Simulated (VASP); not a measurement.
Here is a VASP 6.6.1 calculation.

The input INCAR:

```
SYSTEM = Cu
ALGO = Normal
EDIFF = 1E-6
ENCUT = 600
GGA = PS
GGA_COMPAT = .False.
ISIF = 2
ISMEAR = -1
LASPH = .True.
LCHARG = .False.
LREAL = .False.
LWAVE = .False.
NBANDS = 12
NELM = 120
PREC = Accurate
SIGMA = 0.1
```

The input KPOINTS:

```
k-points
0
Gamma
  21 21 21
  0 0 0
```

POSCAR

```
Cu
1.0
    0.0000000000      1.7267421392      1.7267421392
    1.7267421392      0.0000000000      1.7267421392
    1.7267421392      1.7267421392      0.0000000000
Cu
1
Direct
    0.0000000000      0.0000000000      0.0000000000
```

Potentials or basis: VASP PAW PBE potentials, release 64 (Cu).

Command:

```sh
$ cat potpaw_PBE.64/Cu/POTCAR > POTCAR
$ mpirun -np 1 vasp_std > vasp.out
```

Predict the pressure.

20.8 GPa.

Predict the band gap on the k mesh.

zero (an odd number of electrons rules out a gap without spin polarisation).

Caveat: the cell stands under pressure; the PAW data sets were made with another functional, which shifts forces and pressure a little.
